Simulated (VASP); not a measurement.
# Ir (P6_3/mmc) in VASP: a series of runs, part 2 of 2

VASP 6.6.1. The steps go on from the part before.

## (5) Single point, LDA

This run uses another cell than the first one, of 15.07 Å³/atom, 1.096 times its volume.

Input file INCAR:

```
SYSTEM = Ir
  PREC = Accurate
  ENCUT = 520
  EDIFF = 1E-7
  ISMEAR = -1
  SIGMA = 0.1
  LREAL = .False.
  LASPH = .True.
  NELM = 100
  ALGO = Normal
  ISIF = 2
  LWAVE = .False.
  LCHARG = .False.
  NBANDS = 16
```

Input file KPOINTS:

```
Automatic mesh
0
Gamma
  12 12 7
  0 0 0
```

Input file POSCAR:

```
Ir
1.0
    2.7786231579      0.0000000000      0.0000000000
   -1.3893115789      2.4063532175      0.0000000000
    0.0000000000      0.0000000000      4.5064739626
Ir
2
Direct
    0.6666666667      0.3333333333      0.7500000000
    0.3333333333      0.6666666667      0.2500000000
```

Potentials or basis: VASP PAW LDA potentials, release 64 (Ir).

Command:

```sh
$ cat potpaw_LDA.64/Ir/POTCAR > POTCAR
$ mpirun -np 1 vasp_std > vasp.out
```

OUTCAR:

```text
SYSTEM = Ir
   PREC = Accurate
   ENCUT = 520
   EDIFF = 1E-7
   ISMEAR = -1
   LREAL = .False.
   LASPH = .True.
   NELM = 100
   ISIF = 2

 ion  position               nearest neighbor table
   1  0.667  0.333  0.750-   2 2.77   2 2.77   2 2.77   2 2.77   2 2.77   2 2.77
   2  0.333  0.667  0.250-   1 2.77   1 2.77   1 2.77   1 2.77   1 2.77   1 2.77

  LATTYP: Found a hexagonal cell.
 ALAT       =     2.7786231579
 C/A-ratio  =     1.6218370418

  Lattice vectors:

 A1 = (   2.7786231579,   0.0000000000,   0.0000000000)
 A2 = (  -1.3893115789,   2.4063532175,   0.0000000000)
 A3 = (   0.0000000000,   0.0000000000,   4.5064739626)

Analysis of symmetry for initial positions (statically):
=====================================================================
 Subroutine PRICEL returns:
 Original cell was already a primitive cell.

 Routine SETGRP: Setting up the symmetry group for a
 hexagonal supercell.

 Subroutine GETGRP returns: Found 24 space group operations
 (whereof 12 operations were pure point group operations)
 out of a pool of 24 trial point group operations.

The static configuration has the point symmetry D_3d.
 The point group associated with its full space group is D_6h.

[... 156 lines left out ...]
  ---------------------------------------------------
  free energy    TOTEN  =       -20.36748134 eV

  energy without entropy =      -20.28677883  energy(sigma->0) =      -20.32713008

 E-fermi :   9.3385     XC(G=0): -13.7779

 val. band max:        9.3313424451   @ k =   0.1667   0.1667   0.4286
 cond. band min:       9.3405084884   @ k =   0.2500   0.2500   0.1429
 fundamental gap:      0.0091660433
 Fermi energy:         9.3385278836

 k-point     1 :       0.0000    0.0000    0.0000
  band No.  band energies     occupation
      1      -1.2097      2.00000
      2       1.7905      2.00000
      3       5.7270      2.00000
      4       5.8341      2.00000
      5       5.8341      2.00000
      6       6.4288      2.00000
[... 433 lines left out ...]
      3       3.8427      2.00000
      4       4.8447      2.00000
      5       5.9433      2.00000
      6       6.0149      2.00000
[... 8 lines left out ...]
     15      23.1800      0.00000
     16      23.8437      0.00000

 [... further k-points ...]
[... 5 lines left out ...]
  --------------------------------------------------------------------------------------
  -------------------------------------------------------------------------------------
  Total       -4.5780885     -4.5780694     -4.5898682     -0.0000000      0.0000000      0.0000000
  in kB     -243.4270721   -243.4260555   -244.0534244     -0.0000000      0.0000000      0.0000000
  external PRESSURE =    -243.6355173 kB  Pullay stress =       0.0000000 kB

 VOLUME and BASIS-vectors are now :
 -----------------------------------------------------------------------------
  energy-cutoff  :      520.00
  volume of cell :       30.13
      direct lattice vectors                 reciprocal lattice vectors
     2.778623158  0.000000000  0.000000000     0.359890472  0.207783295  0.000000000
    -1.389311579  2.406353217  0.000000000     0.000000000  0.415566590  0.000000000
     0.000000000  0.000000000  4.506473963     0.000000000  0.000000000  0.221902980

 POSITION                                       TOTAL-FORCE (eV/Angst)
 -----------------------------------------------------------------------------------
      1.38931      0.80212      3.37986        -0.000000      0.000000      0.000000
     -0.00000      1.60424      1.12662         0.000000     -0.000000      0.000000
 -----------------------------------------------------------------------------------
    total drift:                                0.000000     -0.000000     -0.000000

  FREE ENERGIE OF THE ION-ELECTRON SYSTEM (eV)
  ---------------------------------------------------
  free  energy   TOTEN  =       -20.3674813358 eV

  energy  without entropy=      -20.2867788310  energy(sigma->0) =      -20.32713008
```

Run time: 36 s. Hardware: 1 thread of Intel Xeon Platinum 8259CL at 2.50GHz (Skylake/Cascade Lake), shared host; peak memory 0.16 GiB.

What came out:

| Quantity | Value |
| --- | --- |
| Free energy | -20.3675 eV |
| Pressure | -24.4 GPa |
| Band gap on the k mesh | zero (band 9 reaches 10.21 eV, above the bottom of band 10 at 7.19 eV) |

Levels at points of the mesh, in eV from the Fermi level:
| k point | band 5 | band 6 | band 7 | band 8 | band 9 | band 10 | band 11 | band 12 | band 13 | band 14 |
| --- | --- | --- | --- | --- | --- | --- | --- | --- | --- | --- |
| (0.00, 0.00, 0.00) | -3.50 | -2.91 | -2.91 | -2.18 | -2.18 | -0.60 | 0.25 | 0.25 | 6.51 | 14.36 |
| (0.50, 0.00, 0.00) | -3.25 | -3.15 | -2.74 | 0.63 | 0.87 | 1.01 | 2.75 | 4.12 | 7.89 | 9.85 |

Caveat: spin-orbit coupling is left out, which moves the levels of the heavy elements.

## (6) Single point, LDA

This run uses another cell than the first one, of 15.50 Å³/atom, 1.128 times its volume.

Input file INCAR:

```
SYSTEM = Ir
  PREC = Accurate
  ENCUT = 520
  EDIFF = 1E-7
  ISMEAR = -1
  SIGMA = 0.1
  LREAL = .FALSE.
  LASPH = .TRUE.
  NELM = 60
  ALGO = Normal
  ISIF = 2
  LWAVE = .FALSE.
  LCHARG = .FALSE.
  GGA = CA
  NBANDS = 16
```

Input file KPOINTS:

```
regular mesh
0
G
  12 12 7
  0 0 0
```

Input file POSCAR:

```
Ir
1.0
    2.8053423274      0.0000000000      0.0000000000
   -1.4026711637      2.4294926488      0.0000000000
    0.0000000000      0.0000000000      4.5498081014
Ir
2
Direct
    0.6666666667      0.3333333333      0.7500000000
    0.3333333333      0.6666666667      0.2500000000
```

Potentials or basis: VASP PAW LDA potentials, release 64 (Ir).

Command:

```sh
$ cat potpaw_LDA.64/Ir/POTCAR > POTCAR
$ mpirun -np 1 vasp_std > vasp.out
```

Run time: 30 s. Hardware: 1 thread of Intel Xeon Platinum 8259CL at 2.50GHz (Skylake/Cascade Lake), shared host; peak memory 0.16 GiB.

Results (log left out):

* Free energy: -20.2145 eV
* Pressure: -31.4 GPa
* Band gap on the k mesh: zero (band 9 reaches 9.68 eV, above the bottom of band 10 at 6.81 eV)

Stress tensor (GPa, compression positive):
```
-31.31   0.00   0.00
  0.00 -31.31   0.00
  0.00   0.00 -31.62
```

Levels at points of the mesh, in eV from the Fermi level:
```csv
k point,band 5,band 6,band 7,band 8,band 9,band 10,band 11,band 12,band 13,band 14
"(0.00, 0.00, 0.00)",-3.34,-2.78,-2.78,-2.08,-2.08,-0.52,0.24,0.24,6.26,14.40
"(0.50, 0.00, 0.00)",-3.11,-3.01,-2.62,0.60,0.82,0.96,2.65,3.98,7.73,9.65
```

Caveat: spin-orbit coupling is left out, which moves the levels of the heavy elements.

## (7) The runs side by side

```tsv
cell	gap on the mesh (eV)	pressure (GPa)
a = 2.695, b = 2.695, c = 4.371 Å, angles 90.0, 90.0, 120.0°, 2 atoms	none	7.4
a = 2.724, b = 2.724, c = 4.417 Å, angles 90.0, 90.0, 120.0°, 2 atoms	none	-5.3
a = 2.751, b = 2.751, c = 4.462 Å, angles 90.0, 90.0, 120.0°, 2 atoms	none	-15.8
a = 2.779, b = 2.779, c = 4.506 Å, angles 90.0, 90.0, 120.0°, 2 atoms	none	-24.4
a = 2.805, b = 2.805, c = 4.550 Å, angles 90.0, 90.0, 120.0°, 2 atoms	none	-31.4
```

Alike in all rows: task single point; level LDA; potentials or basis VASP PAW LDA potentials, release 64 (Ir); no spin polarisation; k mesh 12 × 12 × 7; cutoff (eV) 520; smearing fermi-dirac 0.1 eV.

Caveats: spin-orbit coupling is left out, which moves the levels of the heavy elements.

Total energies depend on the potentials used, so only differences within one code and one set of settings carry meaning.
